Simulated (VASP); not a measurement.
Here is a VASP 6.6.1 calculation.

File INCAR:

```
SYSTEM = Os
ALGO = Normal ; EDIFF = 1E-7
ENCUT = 520 ; GGA = PE
ISIF = 2 ; ISMEAR = -1
LASPH = .True. ; LCHARG = .False.
LREAL = .False. ; LWAVE = .False.
NBANDS = 15 ; NELM = 100
PREC = Accurate ; SIGMA = 0.1
```

Contents of KPOINTS:

```
k-points
0
Gamma
  11 11 11
  0 0 0
```

POSCAR

```
Os
1.0
    0.0000000000      2.8148207577      2.8148207577
    2.8148207577      0.0000000000      2.8148207577
    2.8148207577      2.8148207577      0.0000000000
Os
2
Direct
    0.1250000000      0.1250000000      0.1250000000
    0.8750000000      0.8750000000      0.8750000000
```

Potentials or basis: VASP PAW PBE potentials, release 64 (Os).

The run is started by

```bash
$ cat potpaw_PBE.64/Os/POTCAR > POTCAR
$ mpirun -np 1 vasp_std > vasp.out
```

Task: Estimate the pressure.

Result: -8.3 GPa.

Task: Predict the band gap on the k mesh.

Result: Zero (band 8 reaches 4.40 eV, above the bottom of band 9 at 3.44 eV).

Caveat: spin-orbit coupling is left out, which moves the levels of the heavy elements.
